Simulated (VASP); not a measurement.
Input of a VASP 6.6.1 run:

Contents of INCAR:

```
SYSTEM = BeZn2Se3
PREC = Accurate ; ENCUT = 520
EDIFF = 1E-6 ; ISMEAR = 0
SIGMA = 0.02 ; LREAL = .FALSE.
LASPH = .TRUE. ; NELM = 100
ALGO = Normal ; ISIF = 2
LWAVE = .FALSE. ; LCHARG = .FALSE.
GGA = PE ; NBANDS = 31
```

File KPOINTS:

```
regular mesh
0
G
  10 10 10
  0 0 0
```

Contents of POSCAR:

```
BeZn2Se3
1.0
   -1.9526194007      1.9526194007      8.4048286966
    1.9526194007     -1.9526194007      8.4048286966
    1.9526194007      1.9526194007     -8.4048286966
Be Zn Se
1 2 3
Direct
    0.0000000000      0.0000000000      0.0000000000
    0.6613612230      0.6613612230      0.0000000000
    0.3386387770      0.3386387770      0.0000000000
    0.4280960723      0.9280960723      0.5000000000
    0.0719039277      0.5719039277      0.5000000000
    0.7500000000      0.2500000000      0.5000000000
```

Potentials or basis: VASP PAW PBE potentials, release 64 (Be, Zn, Se).

Run with:

```sh
$ cat potpaw_PBE.64/Be/POTCAR potpaw_PBE.64/Zn/POTCAR potpaw_PBE.64/Se/POTCAR > POTCAR
$ mpirun -np 1 vasp_std > vasp.out
```

Problem. What does it give for the band gap on the k mesh?

Solution. 1.83 eV.

Problem. Estimate the largest force.

Solution. 0.012 eV/Å.

Forces on the atoms (eV/Å):
```
Be   0.000  0.000  0.000
Zn   0.000  0.000  0.000
Zn   0.000  0.000  0.000
Se   0.000  0.000  0.012
Se   0.000  0.000 -0.012
Se   0.000  0.000  0.000
```

A k mesh can miss the band edges.
